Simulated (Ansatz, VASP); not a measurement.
**Re: VASP beside Ansatz**

The input INCAR:

```
PREC     = Accurate       # precision mode
ENCUT    = 600            # plane-wave cutoff, eV
EDIFF    = 1E-6           # SCF threshold, eV
ISMEAR   = -1             # smearing method
SIGMA    = 0.08           # smearing width, eV
LREAL    = False          # projectors in reciprocal space
LASPH    = True           # aspherical terms in the spheres
NELM     = 150            # most SCF steps
ALGO     = Normal         # electronic algorithm
ISIF     = 3              # what is computed and relaxed
LWAVE    = False          # write WAVECAR
LCHARG   = False          # write CHGCAR
LMAXMIX  = 4              # l up to which the mixer works
LDAU     = True           # DFT+U
LDAUTYPE = 2            
LDAUL    = 2              # shell
LDAUU    = 2              # U, eV
LDAUJ    = 0            
LDAUPRINT= 1            
GGA      = PS             # functional
IBRION   = 2              # ionic algorithm
NSW      = 100            # ionic steps
EDIFFG   = -0.002         # ionic threshold
```

Contents of KPOINTS:

```
regular mesh
0
Gamma
  18 18 10
```

POSCAR

```
Re
1.0
    2.7608000000      0.0000000000      0.0000000000
   -1.3804000000      2.3909229348      0.0000000000
    0.0000000000      0.0000000000      4.4582000000
Re
2
Direct
    0.3333333333      0.6666666667      0.2500000000
    0.6666666667      0.3333333333      0.7500000000
```

Input for Ansatz:

```yaml
crystal:
  lattice:
    - [2.76080000001, 0.0, 0.0]
    - [-1.38040000001, 2.39092293478, 0.0]
    - [0.0, 0.0, 4.4582]
  atoms:
    - { symbol: Re, position: [0.333333333333, 0.666666666667, 0.25] }
    - { symbol: Re, position: [0.666666666667, 0.333333333333, 0.75] }
kpoints:
  mp_grid: { grid: [18, 18, 10] }
scf:
  occupations: { method: fermi_dirac, width: 0.08 }
hamiltonian:
  xc: pbesol
  pseudopotentials: { kind: paw }
  hubbard: { sites: [{ species: Re, l: d, u_eff: 2.0 }], double_counting: fll }
relax:
  f_tol: 0.002
  max_steps: 80
  cell: {}
output:
  forces: true
  stress: true
  write_density: true
  write_potential: true
  elf: true
  volumetric_format: npy
basis:
  xc_grid: 1
```

Alike in both runs: task relaxation of cell and atoms; functional PBEsol; k mesh 18 × 18 × 10; occupations fermi-dirac, width 0.08 eV; no spin polarisation; Hubbard terms Re d U = 2.0 eV.

```csv
,VASP,Ansatz
version,VASP 6.6.1,Ansatz 0.2.0
potentials or method,"VASP PAW PBE potentials, release 64 (Re)","PAW with Ansatz's default frozen-core files, scalar-relativistic"
plane-wave cutoff (eV),600,420
valence electrons in the cell,14,30
```

VASP gave:

* relaxed volume (Å³/atom): 14.57
* relaxed length of the cell vector where the two differ most in proportion (Å): 4.446

Problem. What did Ansatz give for the same quantities?

Solution. Relaxed volume (Å³/atom): 14.51; relaxed length of the cell vector where the two differ most in proportion (Å): 4.436.

VASP's potentials were made for PBE, not for PBEsol. The programs project onto different local orbitals, so the same U acts differently, and such runs can settle in different states. VASP's potentials hold 14 valence electrons a cell and Ansatz's 30, so a difference there can come from the potentials and not from the codes. Ansatz's warnings: filled band counts differ across k points.

Spin-orbit coupling is off throughout.
